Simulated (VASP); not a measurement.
**AlGaN2: single point with LDA**

The system is AlGaN2.

```
Al Ga N
1.0
     3.16777    0.00000    0.00000
     0.00000    3.16777    0.00000
     0.00000    0.00000    4.07026
Al Ga N
1 1 2
Direct
  0.50000 0.50000 0.50000
  0.00000 0.00000 0.00000
  0.50000 0.00000 0.73829
  0.00000 0.50000 0.26171
```

| Property | Result |
| --- | --- |
| Program | VASP 6.6.1 |
| Task | single point |
| Functional | LDA |
| Potentials or basis | VASP PAW LDA potentials, release 64 (Al, Ga_d, N_h) |
| Cutoff | 1330 eV |
| k mesh | 8 × 8 × 6 |
| Occupations | gaussian, width 0.05 eV |
| Spin | no spin polarisation |
| Dipole correction | no |
| Further INCAR settings | ALGO = Normal; EDIFF = 1e-06; NBANDS = 21 |

```json
{"Pressure": "9.1 GPa", "Largest force": "0.030 eV/Å", "Band gap on the k mesh": "3.35 eV"}
```

Forces in eV/Å, atoms in the order of the input:
```
Al   0.000  0.000  0.000
Ga   0.000  0.000  0.000
N    0.000  0.000 -0.030
N    0.000  0.000  0.030
```

Stress tensor (GPa, compression positive):
```
 6.28  0.00  0.00
 0.00  6.28  0.00
 0.00  0.00 14.74
```

Levels at points of the mesh, in eV from the valence-band top:
```
           k point  band 10  band 11  band 12  band 13  band 14  band 15  band 16  band 17
(0.00, 0.00, 0.00)    -2.93    -0.04    -0.04     0.00     3.35     3.40     6.84    11.72
(0.50, 0.00, 0.00)    -2.73    -2.54    -1.35    -1.12     7.08     7.40     7.64     8.37
(0.50, 0.50, 0.00)    -2.11    -2.11    -2.08    -2.07     3.56     3.56     7.26     9.29
(0.00, 0.00, 0.50)    -1.94    -1.94    -1.31    -1.31     5.72     6.05     7.99     8.91
(0.50, 0.00, 0.50)    -1.30    -0.90    -0.63    -0.18     5.52     6.74     9.52     9.73
(0.50, 0.50, 0.50)    -4.32    -3.50    -3.50    -3.46     6.97     6.97     9.54    10.66
```

It took 100 s on 1 thread of Intel(R) Xeon(R) Platinum 8488C (Sapphire Rapids), on a shared host, peak memory 0.36 GiB.

Caveat: the stress differs along the axes, from 6 to 15 GPa. A k mesh can miss the band edges.
